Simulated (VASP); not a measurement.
A run of VASP 6.6.1 is set up as follows.

Contents of POSCAR:

```
Sr
1.0
    0.0000000000      3.0423500000      3.0423500000
    3.0423500000      0.0000000000      3.0423500000
    3.0423500000      3.0423500000      0.0000000000
Sr
1
Direct
    0.0000000000      0.0000000000      0.0000000000
```

Contents of INCAR.step1:

```
PREC     = Accurate       # precision mode
ENCUT    = 600            # plane-wave cutoff, eV
ISMEAR   = 0              # smearing method
SIGMA    = 0.05           # smearing width, eV
LREAL    = F              # projectors in reciprocal space
LASPH    = T              # aspherical terms in the spheres
NELM     = 80             # most SCF steps
GGA      = PE             # functional
ALGO     = Normal         # electronic algorithm
EDIFF    = 1E-4           # SCF threshold, eV
LWAVE    = T              # write WAVECAR
LCHARG   = F              # write CHGCAR
```

Contents of INCAR.step2:

```
PREC     = Accurate       # precision mode
ENCUT    = 600            # plane-wave cutoff, eV
EDIFF    = 1E-6           # SCF threshold, eV
ISMEAR   = 0              # smearing method
SIGMA    = 0.05           # smearing width, eV
LREAL    = F              # projectors in reciprocal space
LASPH    = T              # aspherical terms in the spheres
NELM     = 80             # most SCF steps
ALGO     = Normal         # electronic algorithm
ISIF     = 3              # what is computed and relaxed
LWAVE    = F              # write WAVECAR
LCHARG   = F              # write CHGCAR
METAGGA  = R2SCAN         # meta-GGA
LMIXTAU  = T            
IBRION   = 2              # ionic algorithm
NSW      = 80             # ionic steps
EDIFFG   = -0.01          # ionic threshold
ISTART   = 1
```

The input KPOINTS:

```
regular mesh
0
Gamma
  6 6 6
```

Potentials or basis: VASP PAW PBE potentials, release 64 (Sr_sv).

The run is started by

```sh
$ cat potpaw_PBE.64/Sr_sv/POTCAR > POTCAR
$ cp INCAR.step1 INCAR
$ mpirun -np 1 vasp_std > vasp.out
$ cp INCAR.step2 INCAR
$ mpirun -np 1 vasp_std > vasp.out
```

(1) Predict the space group after relaxing (to 0.1 Å).

(2) Estimate the relaxed volume.

Results:

(1) Fm-3m (No. 225).

(2) 56.44 Å³/atom.

Caveat: the PAW data sets were made with another functional, which shifts forces and pressure a little.
